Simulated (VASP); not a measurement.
Pt: relaxation of cell and atoms with PBE

Crystal: Pt.

```
CELL_PARAMETERS angstrom
3.66565 0.00000 0.00000
-1.83282 3.17454 0.00000
0.00000 0.00000 4.15880
ATOMIC_POSITIONS crystal
Pt 0.22540 0.00000 0.33333
Pt 0.00000 0.22540 0.66667
Pt 0.77460 0.77460 0.00000
```

* Program: VASP 6.6.1
* Task: relaxation of cell and atoms
* Functional: PBE
* Potentials or basis: VASP PAW PBE potentials, release 64 (Pt_sv_GW)
* Cutoff: 570 eV
* k mesh: 6 × 6 × 4
* Occupations: gaussian, width 0.1 eV
* Spin: no spin polarisation
* Dipole correction: no
* Further INCAR settings: ALGO = Normal; EDIFF = 1e-07; IBRION = 2; EDIFFG = -0.04; NSW = 90; ISIF = 3

The relaxed volume is 17.85 Å³/atom. The relaxed cell is a = 3.760 Å, b = 3.760 Å, c = 4.374 Å, α = 90.00°, β = 90.00°, γ = 120.00°. The space group after relaxing (to 0.1 Å) is R-3m (No. 166). The pressure after relaxing is 0.1 GPa. The band gap on the k mesh is zero (bands 27 and 28 overlap by 0.81 eV).

Final structure:
```
Pt
1.0
     3.76005    0.00000    0.00000
    -1.88003    3.25630    0.00000
     0.00000    0.00000    4.37423
Pt
3
Direct
  0.33338 0.00000 0.33333
  0.00000 0.33338 0.66667
  0.66662 0.66662 0.00000
```

Levels at points of the mesh, in eV from the Fermi level:
| k point | band 24 | band 25 | band 26 | band 27 | band 28 | band 29 | band 30 | band 31 |
| --- | --- | --- | --- | --- | --- | --- | --- | --- |
| (0.00, 0.00, 0.00) | -0.93 | -0.93 | 0.21 | 0.28 | 0.28 | 2.98 | 2.98 | 12.03 |
| (0.50, 0.00, 0.00) | -1.42 | -0.81 | -0.81 | -0.50 | -0.50 | 1.90 | 4.09 | 4.86 |
| (0.00, 0.00, 0.50) | -0.86 | -0.86 | -0.86 | -0.86 | 2.04 | 2.04 | 9.65 | 9.65 |
| (0.50, 0.00, 0.50) | -1.84 | -1.08 | -1.08 | -0.55 | 0.47 | 0.76 | 0.76 | 4.47 |

Wall time 5 min on 1 thread of Intel(R) Xeon(R) Platinum 8559C (Emerald Rapids), on a shared host, peak memory 0.19 GiB.

Caveat: the k points lie up to 0.36 Å⁻¹ apart in the final cell, too coarse for converged energies and pressures of a metal; spin-orbit coupling is left out, which moves the levels of the heavy elements.
